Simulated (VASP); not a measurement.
# SrCl2 (Fm-3m) in VASP: notebook

Aim: see how the results for SrCl2 move with the level of theory and the settings. Levels: PBE-based screened hybrid with 50 % exact exchange, PBE-based global hybrid with 10 % exact exchange. Tasks: single point.

Everything below comes from runs of VASP 6.6.1. Logs are shortened: lines on timing, memory, paths and dates and some standing lists are left out, and cuts for length are marked.

**1. The cell of the first run**

It takes space group Fm-3m (No. 225, cubic). Conventional cell: a = 6.995 Å, b = 6.995 Å, c = 6.995 Å, α = 90.00°, β = 90.00°, γ = 90.00°. Sr (site symmetry m-3m) has 8 Cl at 3.03 Å within 4.0 Å. Within 4.0 Å of Cl (site symmetry -43m) lie 4 Sr at 3.03 Å and 6 Cl at 3.50 Å.

**2. Single point, PBE-based screened hybrid with 50 % exact exchange**

The input, POSCAR:

```
SrCl2
1.0
    0.0000000000      3.4976509443      3.4976509443
    3.4976509443      0.0000000000      3.4976509443
    3.4976509443      3.4976509443      0.0000000000
Sr Cl
1 2
Direct
    0.0000000000      0.0000000000      0.0000000000
    0.2500000000      0.2500000000      0.2500000000
    0.7500000000      0.7500000000      0.7500000000
```

The input, INCAR.step1:

```
SYSTEM = SrCl2
PREC = Accurate
ENCUT = 520
EDIFF = 1E-5
ISMEAR = 0
SIGMA = 0.01
LREAL = .FALSE.
LASPH = .TRUE.
NELM = 100
ALGO = Normal
ISIF = 2
LWAVE = .TRUE.
LCHARG = .FALSE.
NBANDS = 19
GGA = PE
```

The input, INCAR.step2:

```
SYSTEM = SrCl2
PREC = Accurate
ENCUT = 520
EDIFF = 1E-7
ISMEAR = 0
SIGMA = 0.01
LREAL = .FALSE.
LASPH = .TRUE.
NELM = 100
ALGO = Normal
ISIF = 2
LWAVE = .FALSE.
LCHARG = .FALSE.
GGA = PE
LHFCALC = .TRUE.
AEXX = 0.5
HFSCREEN = 0.2078
PRECFOCK = Normal
NBANDS = 19
ISTART = 1
```

The input, KPOINTS:

```
Automatic mesh
0
G
  4 4 4
  0 0 0
```

Potentials or basis: VASP PAW PBE potentials, release 64 (Sr_sv, Cl).

On the command line:

```
$ cat potpaw_PBE.64/Sr_sv/POTCAR potpaw_PBE.64/Cl/POTCAR > POTCAR
$ cp INCAR.step1 INCAR
$ mpirun -np 1 vasp_std > vasp.out
$ cp INCAR.step2 INCAR
$ mpirun -np 1 vasp_std > vasp.out
```

OUTCAR:

```text
SYSTEM = SrCl2
   PREC = Accurate
   ENCUT = 520
   EDIFF = 1E-7
   ISMEAR = 0
   LREAL = .FALSE.
   LASPH = .TRUE.
   NELM = 100
   ISIF = 2
   GGA = PE
   LHFCALC = .TRUE.
   AEXX = 0.5
   HFSCREEN = 0.2078
   PRECFOCK = Normal
   ISTART = 1

 ion  position               nearest neighbor table
   1  0.000  0.000  0.000-   3 3.03   3 3.03   3 3.03   2 3.03   3 3.03   2 3.03   2 3.03   2 3.03

   2  0.250  0.250  0.250-   1 3.03   1 3.03   1 3.03   1 3.03
   3  0.750  0.750  0.750-   1 3.03   1 3.03   1 3.03   1 3.03

  LATTYP: Found a face centered cubic cell.
 ALAT       =     6.9953018886

  Lattice vectors:

 A1 = (   0.0000000000,   3.4976509443,   3.4976509443)
 A2 = (   3.4976509443,   0.0000000000,   3.4976509443)
 A3 = (   3.4976509443,   3.4976509443,   0.0000000000)

Analysis of symmetry for initial positions (statically):
=====================================================================
 Subroutine PRICEL returns:
 Original cell was already a primitive cell.

 Routine SETGRP: Setting up the symmetry group for a
 face centered cubic supercell.

 Subroutine GETGRP returns: Found 48 space group operations
 (whereof 48 operations were pure point group operations)
 out of a pool of 48 trial point group operations.

The static configuration has the point symmetry O_h .

Analysis of symmetry for dynamics (positions and initial velocities):
=====================================================================
 Subroutine PRICEL returns:
 Original cell was already a primitive cell.

 Routine SETGRP: Setting up the symmetry group for a
 face centered cubic supercell.

 Subroutine GETGRP returns: Found 48 space group operations
 (whereof 48 operations were pure point group operations)
 out of a pool of 48 trial point group operations.

The dynamic configuration has the point symmetry O_h .

 Subroutine INISYM returns: Found 48 space group operations
 (whereof 48 operations are pure point group operations),
 and found     1 'primitive' translations

----------------------------------------------------------------------------------------

                                     Primitive cell

  volume of cell :      85.5775

  direct lattice vectors                    reciprocal lattice vectors
     0.000000000  3.497650944  3.497650944    -0.142953087  0.142953087  0.142953087
     3.497650944  0.000000000  3.497650944     0.142953087 -0.142953087  0.142953087
     3.497650944  3.497650944  0.000000000     0.142953087  0.142953087 -0.142953087

  length of vectors
     4.946425402  4.946425402  4.946425402     0.247602010  0.247602010  0.247602010

  position of ions in fractional coordinates (direct lattice)
     0.000000000  0.000000000  0.000000000
     0.250000000  0.250000000  0.250000000
     0.750000000  0.750000000  0.750000000

  ion indices of the primitive-cell ions
   primitive index   ion index
                 1           1
                 2           2
                 3           3

----------------------------------------------------------------------------------------

 KPOINTS: Automatic mesh

Automatic generation of k-mesh.
 Grid dimensions read from file:
 generate k-points for:    4    4    4

 Generating k-lattice:

  Cartesian coordinates                     Fractional coordinates (reciprocal lattice)
    -0.035738272  0.035738272  0.035738272     0.250000000  0.000000000  0.000000000
     0.035738272 -0.035738272  0.035738272     0.000000000  0.250000000  0.000000000
     0.035738272  0.035738272 -0.035738272     0.000000000  0.000000000  0.250000000

  Length of vectors
     0.061900502  0.061900502  0.061900502

  Shift w.r.t. Gamma in fractional coordinates (k-lattice)
     0.000000000  0.000000000  0.000000000

 Subroutine IBZKPT returns following result:
 ===========================================

 Found      8 irreducible k-points:

 Following reciprocal coordinates:
            Coordinates               Weight
  0.000000  0.000000  0.000000      1.000000
  0.250000  0.000000  0.000000      8.000000
  0.500000  0.000000  0.000000      4.000000
  0.250000  0.250000  0.000000      6.000000
  0.500000  0.250000  0.000000     24.000000
 -0.250000  0.250000  0.000000     12.000000
  0.500000  0.500000  0.000000      3.000000
 -0.250000  0.500000  0.250000      6.000000
   k-points           NKPTS =      8   k-points in BZ     NKDIM =     64   number of bands    NBANDS=     19
   number of dos      NEDOS =    301   number of ions     NIONS =      3
   total plane-waves  NPLWV =  64000
   dimension x,y,z NGX =    40 NGY =   40 NGZ =   40
   dimension x,y,z NGXF=    80 NGYF=   80 NGZF=   80
   ions per type =               1   2
   NGX,Y,Z   is equivalent  to a cutoff of  13.44, 13.44, 13.44 a.u.
   NGXF,Y,Z  is equivalent  to a cutoff of  26.89, 26.89, 26.89 a.u.
 SYSTEM =  SrCl2
   PREC   = accura    normal or accurate (medium, high low for compatibility)
   ISTART =      1    job   : 0-new  1-cont  2-samecut
   ICHARG =      0    charge: 1-file 2-atom 10-const
   ISPIN  =      1    spin polarized calculation?
   LNONCOLLINEAR =      F non collinear calculations
   LSORBIT =      F    spin-orbit coupling
   LASPH  =      T    aspherical Exc in radial PAW
   ENCUT  =  520.0 eV  38.22 Ry    6.18 a.u.   9.20  9.20  9.20*2*pi/ulx,y,z
   NELM   =    100;   NELMIN=  2; NELMDL=  0     # of ELM steps
   EDIFF  = 0.1E-06   stopping-criterion for ELM
   LREAL  =      F    real-space projection
   EDIFFG = 0.1E-05   stopping-criterion for IOM
   NSW    =      0    number of steps for IOM
   IBRION =     -1    ionic relax: 0-MD 1-quasi-New 2-CG
   NFREE  =      0    steps in history (QN), initial steepest desc. (CG)
   ISIF   =      2    stress and relaxation
   ISYM   =      3    0-nonsym 1-usesym 2-fastsym
   POTIM  = 0.5000    time-step for ionic-motion
   TEBEG  =    0.0;   TEEND  =   0.0 temperature during run
   PSTRESS=    0.0 pullay stress
   NELECT =      24.0000    total number of electrons
   NUPDOWN=      -1.0000    fix difference up-down
   EMIN   =  10.00;   EMAX   =-10.00  energy-range for DOS
   EFERMI =   0.00;   METHOD = LEGACY
   ISMEAR =     0;   SIGMA  =   0.01  broadening in eV -4-tet -1-fermi 0-gaus
   EFERMI_NEDOS =   21; number of points for ismear=-14 and -15
   IALGO  =     38    algorithm
   IMIX   =      1    mixing-type and parameters
     AMIX     =   0.40;   BMIX     =  1.00
     AMIX_MAG =   1.60;   BMIX_MAG =  1.00
  volume/ion in A,a.u.               =      28.53       192.50
  Fermi-wavevector in a.u.,A,eV,Ry     =   1.071582  2.024997 15.623409  1.148288
  Thomas-Fermi vector in A             =   2.207327
   LORBIT       =      0    0 simple, 1 ext, 2 COOP (PROOUT), +10 PAW based schemes
   GGA     = PE    functional components
   LHFCALC =     T    Hartree Fock is set to
   PRECFOCK=normal    Normal, Fast or Accurate (Low or Medium for compatibility)
   ENCUT4O =  -1.0   cutoff for four orbital integrals eV
   NKREDX  =     1    reduce k-point grid by
   NKREDY  =     1    reduce k-point grid by
   NKREDZ  =     1    reduce k-point grid by
   AEXX    =    0.5000 exact exchange contribution
   HFSCREEN=    0.2078 screening length (either q_TF or 0.3 A-1)
   HFSCREENC=   0.2078 screening length for correlation (either q_TF or 0.3 A-1)
   ENCUTFOCK=  -1.0 apply spherical cutoff to Coloumb kernel
   IVDW    =     0    specifies the selected vdW correction
   LEPSILON=     F    determine dielectric tensor
   LRPA    =     F    only Hartree local field effects (RPA)
 non-spin polarized calculation
 Gauss-broadening in eV      SIGMA  =   0.01
  energy-cutoff  :      520.00
  volume of cell :       85.58
 maximum number of plane-waves:      2332
 NGX is ok and might be reduce to    40
  NGX = 28; NGY = 28; NGZ = 28

 number of electron      24.0000002 magnetization

 Free energy of the ion-electron system (eV)
  ---------------------------------------------------
  ext. energy  EPLUGINS =         0.00000000
  ---------------------------------------------------
  free energy    TOTEN  =       -16.91319441 eV

  energy without entropy =      -16.91319441  energy(sigma->0) =      -16.91319441

 E-fermi :  -1.6856     XC(G=0):  -5.5117

 val. band max:       -1.7818494745   @ k =   0.5000   0.5000   0.0000
 cond. band min:       6.1192607174   @ k =   0.0000   0.0000   0.0000
 fundamental gap:      7.9011101919
 Fermi energy:        -1.6856151135

 k-point     1 :       0.0000    0.0000    0.0000
  band No.  band energies     occupation
      1     -38.7747      2.00000
      2     -18.2214      2.00000
      3     -18.2214      2.00000
      4     -18.2214      2.00000
      5     -17.5327      2.00000
      6     -16.5569      2.00000
[... 11 lines left out ...]
     18       9.9420      0.00000
     19      10.9495      0.00000

 k-point     2 :       0.2500    0.0000    0.0000
  band No.  band energies     occupation
      1     -38.7727      2.00000
      2     -18.5650      2.00000
      3     -18.2313      2.00000
      4     -18.2313      2.00000
      5     -17.0999      2.00000
      6     -16.6329      2.00000
[... 11 lines left out ...]
     18       9.9701      0.00000
     19      10.9600      0.00000

 k-point     3 :       0.5000    0.0000    0.0000
  band No.  band energies     occupation
      1     -38.7707      2.00000
      2     -18.7457      2.00000
      3     -18.2411      2.00000
      4     -18.2411      2.00000
      5     -17.0747      2.00000
      6     -16.4498      2.00000
[... 11 lines left out ...]
     18      10.1015      0.00000
     19      10.1015      0.00000

 k-point     4 :       0.2500    0.2500    0.0000
  band No.  band energies     occupation
      1     -38.7720      2.00000
      2     -18.6398      2.00000
      3     -18.2446      2.00000
      4     -18.2446      2.00000
      5     -16.8906      2.00000
      6     -16.7365      2.00000
[... 11 lines left out ...]
     18       9.9469      0.00000
     19      10.2460      0.00000

 k-point     5 :       0.5000    0.2500    0.0000
  band No.  band energies     occupation
      1     -38.7700      2.00000
      2     -18.7212      2.00000
      3     -18.3993      2.00000
      4     -18.2544      2.00000
      5     -16.8054      2.00000
      6     -16.5575      2.00000
[... 11 lines left out ...]
     18      10.1513      0.00000
     19      10.9401      0.00000

 k-point     6 :      -0.2500    0.2500    0.0000
  band No.  band energies     occupation
      1     -38.7706      2.00000
      2     -18.6339      2.00000
      3     -18.4360      2.00000
      4     -18.2411      2.00000
      5     -16.7655      2.00000
      6     -16.6708      2.00000
[... 11 lines left out ...]
     18      10.0227      0.00000
     19      11.1585      0.00000

 k-point     7 :       0.5000    0.5000    0.0000
  band No.  band energies     occupation
      1     -38.7693      2.00000
      2     -18.8609      2.00000
      3     -18.2676      2.00000
      4     -18.2676      2.00000
      5     -16.9043      2.00000
      6     -16.4240      2.00000
[... 11 lines left out ...]
     18       9.6297      0.00000
     19      11.2234      0.00000

 k-point     8 :      -0.2500    0.5000    0.2500
  band No.  band energies     occupation
      1     -38.7693      2.00000
      2     -18.6056      2.00000
      3     -18.6056      2.00000
      4     -18.2681      2.00000
      5     -16.6227      2.00000
      6     -16.6227      2.00000
[... 11 lines left out ...]
     18      10.8276      0.00000
     19      11.8358      0.00000

------------------------ aborting loop because EDIFF is reached ----------------------------------------

  FORCE on cell =-STRESS in cart. coord.  units (eV):
  Direction    XX          YY          ZZ          XY          YZ          ZX
  --------------------------------------------------------------------------------------
  -------------------------------------------------------------------------------------
  Total       -0.1406434     -0.1406434     -0.1406434      0.0000000      0.0000000      0.0000000
  in kB       -2.6331188     -2.6331188     -2.6331188      0.0000000      0.0000000      0.0000000
  external PRESSURE =      -2.6331188 kB  Pullay stress =       0.0000000 kB

 VOLUME and BASIS-vectors are now :
 -----------------------------------------------------------------------------
  energy-cutoff  :      520.00
  volume of cell :       85.58
      direct lattice vectors                 reciprocal lattice vectors
     0.000000000  3.497650944  3.497650944    -0.142953087  0.142953087  0.142953087
     3.497650944  0.000000000  3.497650944     0.142953087 -0.142953087  0.142953087
     3.497650944  3.497650944  0.000000000     0.142953087  0.142953087 -0.142953087

 POSITION                                       TOTAL-FORCE (eV/Angst)
 -----------------------------------------------------------------------------------
      0.00000      0.00000      0.00000        -0.000000      0.000000     -0.000000
      1.74883      1.74883      1.74883        -0.000000     -0.000000     -0.000000
      5.24648      5.24648      5.24648         0.000000      0.000000      0.000000
 -----------------------------------------------------------------------------------
    total drift:                                0.000000      0.000000      0.000000

  FREE ENERGIE OF THE ION-ELECTRON SYSTEM (eV)
  ---------------------------------------------------
  free  energy   TOTEN  =       -16.9131944084 eV

  energy  without entropy=      -16.9131944084  energy(sigma->0) =      -16.91319441
```

It took 23 min on 1 thread of AMD EPYC 7R13 (Zen 3), shared host; peak memory 0.32 GiB.

What came out:

| Quantity | Value |
| --- | --- |
| Free energy | -16.9132 eV |
| Pressure | -0.3 GPa |
| Band gap on the k mesh | 7.90 eV (least direct gap 8.15 eV) |

Levels at points of the mesh, in eV from the valence-band top:
```
           k point  band 8  band 9  band 10  band 11  band 12  band 13  band 14  band 15  band 16  band 17
(0.00, 0.00, 0.00)   -2.39   -2.39    -0.39    -0.39    -0.39     7.90     8.98     8.98    11.72    11.72
(0.50, 0.00, 0.00)   -1.72   -1.65    -1.47    -1.20    -1.20     9.69     9.69    10.36    10.67    11.73
(0.50, 0.50, 0.00)   -2.16   -2.16    -0.43    -0.43     0.00     8.15    10.08    10.80    11.20    11.20
```

Caveat: the PAW data sets were made with another functional, which shifts forces and pressure a little.

**3. Single point, PBE-based global hybrid with 10 % exact exchange**

POSCAR is that of step 2.

The input, INCAR.step1:

```
ALGO = Normal
EDIFF = 1E-5
ENCUT = 520
GGA = PE
ISIF = 2
ISMEAR = 0
LASPH = T
LREAL = F
LWAVE = T
NBANDS = 19
NELM = 80
PREC = Accurate
SIGMA = 0.01
```

The input, INCAR.step2:

```
AEXX = 0.1
ALGO = Normal
EDIFF = 1E-6
ENCUT = 520
GGA = PE
ISIF = 2
ISMEAR = 0
ISTART = 1
LASPH = T
LCHARG = T
LELF = T
LHFCALC = T
LREAL = F
LVHAR = T
LWAVE = F
NBANDS = 19
NELM = 80
PREC = Accurate
PRECFOCK = Normal
SIGMA = 0.01
```

The input, KPOINTS:

```
k-points
0
Gamma
  4 4 4
```

Potentials or basis: VASP PAW PBE potentials, release 64 (Sr_sv, Cl).

On the command line:

```
$ cat potpaw_PBE.64/Sr_sv/POTCAR potpaw_PBE.64/Cl/POTCAR > POTCAR
$ cp INCAR.step1 INCAR
$ mpirun -np 1 vasp_std > vasp.out
$ cp INCAR.step2 INCAR
$ mpirun -np 1 vasp_std > vasp.out
```

Run time: 17 min. Hardware: 1 thread of AMD EPYC 7R13 (Zen 3), shared host; peak memory 0.23 GiB.

It converged, with:

* Free energy: -13.8751 eV
* Pressure: 0.5 GPa
* Band gap on the k mesh: 6.11 eV (least direct gap 6.33 eV)

Levels at points of the mesh, in eV from the valence-band top:
| k point | band 10 | band 11 | band 12 | band 13 | band 14 | band 15 |
| --- | --- | --- | --- | --- | --- | --- |
| (0.00, 0.00, 0.00) | -0.35 | -0.35 | -0.35 | 6.11 | 6.97 | 6.97 |
| (0.50, 0.00, 0.00) | -1.35 | -1.08 | -1.08 | 7.60 | 7.60 | 8.41 |
| (0.50, 0.50, 0.00) | -0.41 | -0.41 | 0.00 | 6.33 | 7.92 | 8.53 |

Caveat: the PAW data sets were made with another functional, which shifts forces and pressure a little. A k mesh can miss the band edges.
